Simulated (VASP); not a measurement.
# Si29C3 (P1) in VASP: a series of runs

Runs on Si29C3. Level: PBEsol. Tasks: single point.

Everything below comes from runs of VASP 6.6.1. Logs are shortened: lines on timing, memory, paths and dates and some standing lists are left out, and cuts for length are marked.

## (1) The cell of the first run

The typed cell holds 64 atoms: a = 10.490 Å, b = 10.490 Å, c = 10.490 Å, α = 90.00°, β = 90.00°, γ = 90.00°.

## (2) Single point, PBEsol

File INCAR:

```
SYSTEM = Si29C3
  ALGO = Normal
  EDIFF = 1E-6
  ENCUT = 700
  GGA = PS
  GGA_COMPAT = .False.
  ISIF = 2
  ISMEAR = 1
  ISYM = -1
  LASPH = .True.
  LCHARG = .False.
  LREAL = Auto
  LWAVE = .False.
  NBANDS = 166
  NELM = 120
  PREC = Accurate
  SIGMA = 0.05
```

File KPOINTS:

```
explicit points
1
Reciprocal
  0.25000000   0.25000000   0.25000000 1
```

File POSCAR:

```
Si29C3
1.0
   10.4897820000      0.0000000000      0.0000000000
    0.0000000000     10.4897820000      0.0000000000
    0.0000000000      0.0000000000     10.4897820000
Si C
58 6
Direct
    0.0062230000      0.0057920000      0.0009730000
    0.0012260000      0.9989560000      0.4923510000
    0.0001960000      0.4970410000      0.4920730000
    0.4963910000      0.9985740000      0.0007340000
    0.5020300000      0.9952900000      0.4958860000
    0.5013420000      0.4994950000      0.9949340000
    0.5078760000      0.5016880000      0.5005550000
    0.1291970000      0.1201170000      0.1245600000
    0.1225000000      0.1272000000      0.6281380000
    0.1304290000      0.6317740000      0.1255160000
    0.1245780000      0.6226030000      0.6262070000
    0.6253600000      0.1268980000      0.6259140000
    0.6207860000      0.6239790000      0.1263510000
    0.6265570000      0.6310250000      0.6218550000
    0.2490570000      0.2531810000      0.0006790000
    0.2455890000      0.7492060000      0.0004130000
    0.2472190000      0.7498050000      0.5022720000
    0.7458180000      0.2432250000      0.9997060000
    0.7547710000      0.2479740000      0.4988690000
    0.7456510000      0.7455910000      0.0049490000
    0.7489880000      0.7557720000      0.4969590000
    0.3763510000      0.3774690000      0.1248870000
    0.3719770000      0.3804690000      0.6246520000
    0.3707240000      0.8737590000      0.1223920000
    0.3765000000      0.8771900000      0.6281290000
    0.8779780000      0.3785330000      0.1236330000
    0.8710670000      0.3779400000      0.6165050000
    0.8729680000      0.8735270000      0.1181780000
    0.8798700000      0.8740790000      0.6269210000
    0.2476550000      0.0020130000      0.2493840000
    0.2533340000      0.9993570000      0.7435630000
    0.2487880000      0.5000890000      0.2518230000
    0.2519770000      0.4999270000      0.7525600000
    0.7517560000      0.9971160000      0.2560790000
    0.7475600000      0.9983600000      0.7475890000
    0.7576870000      0.5017280000      0.2519320000
    0.7539900000      0.5023640000      0.7487650000
    0.3808420000      0.1291570000      0.8818340000
    0.3728940000      0.6201800000      0.3711960000
    0.3688110000      0.6239410000      0.8800300000
    0.8817200000      0.1202130000      0.3784850000
    0.8728100000      0.1274000000      0.8774220000
    0.8775440000      0.6255950000      0.3709610000
    0.8751880000      0.6220690000      0.8783330000
    0.0010570000      0.2455300000      0.2445310000
    0.9988570000      0.7482010000      0.2392370000
    0.9986290000      0.7553310000      0.7445230000
    0.5011040000      0.2462690000      0.2521690000
    0.5122910000      0.2526940000      0.7457660000
    0.4990170000      0.7496550000      0.2489720000
    0.5000200000      0.7498700000      0.7410310000
    0.1231970000      0.3742680000      0.8686560000
    0.1268860000      0.8724310000      0.3779880000
    0.1246440000      0.8780700000      0.8766130000
    0.6207830000      0.3774540000      0.3741770000
    0.6259700000      0.3745610000      0.8761270000
    0.6181960000      0.8803360000      0.3736490000
    0.6281040000      0.8795120000      0.8749250000
    0.9961580000      0.5035350000      0.0014190000
    0.6216880000      0.1304690000      0.1252500000
    0.2431640000      0.2511060000      0.5029380000
    0.3887830000      0.1245170000      0.3665940000
    0.0035190000      0.2503170000      0.7536440000
    0.1253290000      0.3772600000      0.3786420000
```

Potentials or basis: VASP PAW PBE potentials, release 64 (Si, C).

On the command line:

```console
$ cat potpaw_PBE.64/Si/POTCAR potpaw_PBE.64/C/POTCAR > POTCAR
$ mpirun -np 1 vasp_std > vasp.out
```

OUTCAR:

```text
SYSTEM = Si29C3
   EDIFF = 1E-6
   ENCUT = 700
   GGA = PS
   ISIF = 2
   ISMEAR = 1
   ISYM = -1
   LASPH = .True.
   LREAL = Auto
   NELM = 120
   PREC = Accurate

 ion  position               nearest neighbor table
   1  0.006  0.006  0.001-   8 2.19  54 2.24  42 2.29  28 2.32
   2  0.001  0.999  0.492-  41 2.15  53 2.22  29 2.31   9 2.34
   3  0.000  0.497  0.492-  64 2.17  43 2.26  27 2.26  11 2.33
   4  0.496  0.999  0.001-  38 2.21  24 2.25  58 2.28  60 2.31
   5  0.502  0.995  0.496-  57 2.14  62 2.26  25 2.28  12 2.33
   6  0.501  0.499  0.995-  56 2.23  40 2.26  13 2.27  22 2.28
[... 52 lines left out ...]
  59  0.996  0.504  0.001-  44 2.20  26 2.21  10 2.34  52 2.36
  60  0.622  0.130  0.125-  18 2.20  48 2.20   4 2.31  34 2.39
  61  0.243  0.251  0.503-   9 2.24  23 2.30
  62  0.389  0.125  0.367-  48 2.11   5 2.26  30 2.31
  63  0.004  0.250  0.754-  52 2.17   9 2.23  42 2.29  27 2.41
  64  0.125  0.377  0.379-   3 2.17  32 2.26  45 2.36

IMPORTANT INFORMATION: All symmetrisations will be switched off!
NOSYMM: (Re-)initialisation of all symmetry stuff for point group C_1.

----------------------------------------------------------------------------------------

                                     Primitive cell

  volume of cell :    1154.2487

  direct lattice vectors                    reciprocal lattice vectors
    10.489782000  0.000000000  0.000000000     0.095330866  0.000000000  0.000000000
     0.000000000 10.489782000  0.000000000     0.000000000  0.095330866  0.000000000
     0.000000000  0.000000000 10.489782000     0.000000000  0.000000000  0.095330866

  length of vectors
    10.489782000 10.489782000 10.489782000     0.095330866  0.095330866  0.095330866

  position of ions in fractional coordinates (direct lattice)
     0.006223000  0.005792000  0.000973000
     0.001226000  0.998956000  0.492351000
     0.000196000  0.497041000  0.492073000
     0.496391000  0.998574000  0.000734000
     0.502030000  0.995290000  0.495886000
     0.501342000  0.499495000  0.994934000
[... 56 lines left out ...]
     0.003519000  0.250317000  0.753644000
     0.125329000  0.377260000  0.378642000

  ion indices of the primitive-cell ions
   primitive index   ion index
                 1           1
                 2           2
                 3           3
                 4           4
                 5           5
                 6           6
[... 56 lines left out ...]
                63          63
                64          64

[... 35 lines left out ...]
   ISIF   =      2    stress and relaxation
   ISYM   =     -1    0-nonsym 1-usesym 2-fastsym
   POTIM  = 0.5000    time-step for ionic-motion
   TEBEG  =    0.0;   TEEND  =   0.0 temperature during run
   PSTRESS=    0.0 pullay stress
   NELECT =     256.0000    total number of electrons
   NUPDOWN=      -1.0000    fix difference up-down
   EMIN   =  10.00;   EMAX   =-10.00  energy-range for DOS
   EFERMI =   0.00;   METHOD = LEGACY
   ISMEAR =     1;   SIGMA  =   0.05  broadening in eV -4-tet -1-fermi 0-gaus
   EFERMI_NEDOS =   21; number of points for ismear=-14 and -15
   IALGO  =     38    algorithm
   IMIX   =      4    mixing-type and parameters
     AMIX     =   0.40;   BMIX     =  1.00
     AMIX_MAG =   1.60;   BMIX_MAG =  1.00
  volume/ion in A,a.u.               =      18.04       121.71
  Fermi-wavevector in a.u.,A,eV,Ry     =   0.990957  1.872638 13.360877  0.981997
  Thomas-Fermi vector in A             =   2.122665
   LORBIT       =      0    0 simple, 1 ext, 2 COOP (PROOUT), +10 PAW based schemes
   GGA     = PS    functional components
   LHFCALC =     F    Hartree Fock is set to
   AEXX    =    0.0000 exact exchange contribution
   IVDW    =     0    specifies the selected vdW correction
   LEPSILON=     F    determine dielectric tensor
   LRPA    =     F    only Hartree local field effects (RPA)
 non-spin polarized calculation
 Methfessel and Paxton  Order N= 1 SIGMA  =   0.05
  energy-cutoff  :      700.00
  volume of cell :     1154.25
 maximum number of plane-waves:     48482
 NGX is ok and might be reduce to    90
   NGX = 45   NGY = 45   NGZ = 45

 number of electron     255.9999999 magnetization

 Free energy of the ion-electron system (eV)
  ---------------------------------------------------
  ext. energy  EPLUGINS =         0.00000000
  ---------------------------------------------------
  free energy    TOTEN  =      -367.39649510 eV

  energy without entropy =     -367.39953793  energy(sigma->0) =     -367.39750937

 E-fermi :   5.9865     XC(G=0):  -9.8288

 val. band max:        5.9445333988   @ k =   0.2500   0.2500   0.2500
 cond. band min:       6.6871588919   @ k =   0.2500   0.2500   0.2500
 fundamental gap:      0.7426254931
 Fermi energy:         5.9864610710

 k-point     1 :       0.2500    0.2500    0.2500
  band No.  band energies     occupation
      1      -6.2243      2.00000
      2      -5.6864      2.00000
      3      -5.6413      2.00000
      4      -5.6037      2.00000
      5      -5.1335      2.00000
      6      -5.1039      2.00000
[... 132 lines left out ...]
    139       7.9217      0.00000
    140       7.9997      0.00000
 [bands above 140 left out]

------------------------ aborting loop because EDIFF is reached ----------------------------------------

  FORCE on cell =-STRESS in cart. coord.  units (eV):
  Direction    XX          YY          ZZ          XY          YZ          ZX
  --------------------------------------------------------------------------------------
  -------------------------------------------------------------------------------------
  Total       32.0082155     32.8204439     31.6448505    -22.7984608     -2.8946179    -11.2765753
  in kB       44.4296259     45.5570553     43.9252500    -31.6458468     -4.0179307    -15.6526696
  external PRESSURE =      44.6373104 kB  Pullay stress =       0.0000000 kB

 VOLUME and BASIS-vectors are now :
 -----------------------------------------------------------------------------
  energy-cutoff  :      700.00
  volume of cell :     1154.25
      direct lattice vectors                 reciprocal lattice vectors
    10.489782000  0.000000000  0.000000000     0.095330866  0.000000000  0.000000000
     0.000000000 10.489782000  0.000000000     0.000000000  0.095330866  0.000000000
     0.000000000  0.000000000 10.489782000     0.000000000  0.000000000  0.095330866

 POSITION                                       TOTAL-FORCE (eV/Angst)
 -----------------------------------------------------------------------------------
      0.06528      0.06076      0.01021        -1.429338     -0.632997     -0.510693
      0.01286     10.47883      5.16465         0.746612     -0.439932      2.004877
      0.00206      5.21385      5.16174         2.490335     -1.617144     -1.024695
      5.20703     10.47482      0.00770         2.236106      1.545083      1.757928
      5.26619     10.44038      5.20174        -2.611544      3.465160     -0.314427
      5.25897      5.23959     10.43664        -0.326566      0.122510      0.592762
[... 56 lines left out ...]
      0.03691      2.62577      7.90556        -0.063056      0.193754     -0.181908
      1.31467      3.95738      3.97187         0.037094     -0.358274     -0.207559
 -----------------------------------------------------------------------------------
    total drift:                                0.004668      0.054585      0.022867

  FREE ENERGIE OF THE ION-ELECTRON SYSTEM (eV)
  ---------------------------------------------------
  free  energy   TOTEN  =      -367.3964950973 eV

  energy  without entropy=     -367.3995379260  energy(sigma->0) =     -367.39750937
```

Run time: 8.4 min. Hardware: 1 thread of Intel Xeon 6975P-C (Granite Rapids), shared host; peak memory 1.6 GiB.

Results:

```yaml
Free_energy: -367.3965 eV
Pressure: 4.5 GPa
Largest_force: 4.350 eV/Å
Band_gap_on_the_k_mesh: 0.74 eV
```

Forces in eV/Å, atoms in the order of the input:
```
Si  -1.429 -0.633 -0.511
Si   0.747 -0.440  2.005
Si   2.490 -1.617 -1.025
Si   2.236  1.545  1.758
Si  -2.612  3.465 -0.314
Si  -0.327  0.123  0.593
Si  -1.612  0.184  0.119
Si   0.186  1.510  0.184
Si  -0.353  3.194 -0.536
Si  -2.177 -3.248 -1.147
Si  -0.322 -0.153 -0.242
Si   0.509 -0.851 -1.344
Si   0.463 -0.654  0.415
Si   0.803 -0.596  0.203
Si  -0.211 -0.001 -0.188
Si   0.435  0.704 -0.799
Si   0.996 -0.522  0.060
Si  -1.732 -0.448  2.742
Si  -0.913 -0.218 -0.518
Si   0.104  0.194 -1.166
Si   0.563 -0.081 -0.216
Si   0.043 -0.383  0.379
Si  -0.476 -2.525 -1.937
Si   0.356  0.214  0.693
Si  -0.124 -0.301 -1.587
Si   1.495  1.105 -2.161
Si   2.197 -1.484  2.238
Si   0.121  0.927  0.356
Si  -1.168  1.208 -1.271
Si   2.581  0.801  2.359
Si  -0.242  1.102  1.728
Si  -2.099 -2.355  1.292
Si  -0.768  0.160 -0.286
Si  -1.249  1.958 -2.498
Si   1.041  0.497 -0.035
Si  -1.471 -0.444 -0.579
Si  -0.538 -0.195  0.065
Si  -0.345  0.337 -1.608
Si   0.543  0.871  1.180
Si   1.241  0.699 -0.865
Si  -1.032  1.379 -1.291
Si   2.261  0.824 -2.391
Si   0.121  0.911  0.539
Si   2.204 -0.885  1.635
Si   1.488  1.812  1.963
Si  -0.056  0.809  1.162
Si   0.734 -1.589  1.789
Si  -0.278 -3.128 -0.618
Si  -2.484  0.285  0.521
Si  -0.655  0.052  0.015
Si  -0.246 -0.078  2.172
Si  -3.668 -0.483  0.596
Si  -0.146 -0.041 -1.215
Si   0.183 -0.042 -0.926
Si   1.545 -0.812 -0.246
Si   0.894  0.294 -0.323
Si   1.029 -1.327 -0.793
Si  -0.696 -1.056  0.354
C    0.133 -0.315 -0.457
C    0.153 -0.456  0.263
C    0.055  0.972  0.077
C   -0.501 -0.609  0.028
C   -0.063  0.194 -0.182
C    0.037 -0.358 -0.208
```

Levels at points of the mesh, in eV from the valence-band top:
```
           k point  band 124  band 125  band 126  band 127  band 128  band 129  band 130  band 131  band 132  band 133
(0.25, 0.25, 0.25)     -0.58     -0.56     -0.50     -0.09      0.00      0.74      0.83      0.91      1.13      1.35
```

Caveat: the cell stands under pressure; semilocal functionals underestimate gaps, and a narrow one can read as zero; the PAW data sets were made with another functional, which shifts forces and pressure a little; a shifted mesh leaves out Γ, where band edges can lie. A k mesh can miss the band edges.

(Part 1 of 2 ends here.)
